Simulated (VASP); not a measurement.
Crystal: GaSb.

```
Sb Ga
1.0
    -2.78967    2.78967    1.61164
     2.78967   -2.78967    1.61164
     2.78967    2.78967   -1.61164
Sb Ga
1 1
Cartesian
  0.0000 0.0000 0.0000
  0.0000 2.7897 0.8058
```

This cell differs from its parent crystal: volume scaled by 1.04.

Base run:

| Property | Result |
| --- | --- |
| Program | VASP 6.6.1 |
| Functional | PBEsol |
| Potentials or basis | VASP PAW PBE potentials, release 64 (Sb, Ga_d) |
| Cutoff | 520 eV |
| k mesh | 10 × 10 × 10 |
| Occupations | fermi-dirac, width 0.05 eV |
| Spin | no spin polarisation |

Its results: band gap on the k mesh zero (band 9 reaches 7.77 eV, above the bottom of band 10 at 3.40 eV); pressure -4.5 GPa.

Question: The run is repeated on the same cell with these changes: functional from PBEsol to r2SCAN. What comes out?

Answer: Band gap on the k mesh zero (band 9 reaches 7.86 eV, above the bottom of band 10 at 3.32 eV); pressure -3.3 GPa.

Caveats: the PAW data sets were made with another functional, which shifts forces and pressure a little; spin-orbit coupling is left out, which moves the levels of the heavy elements.
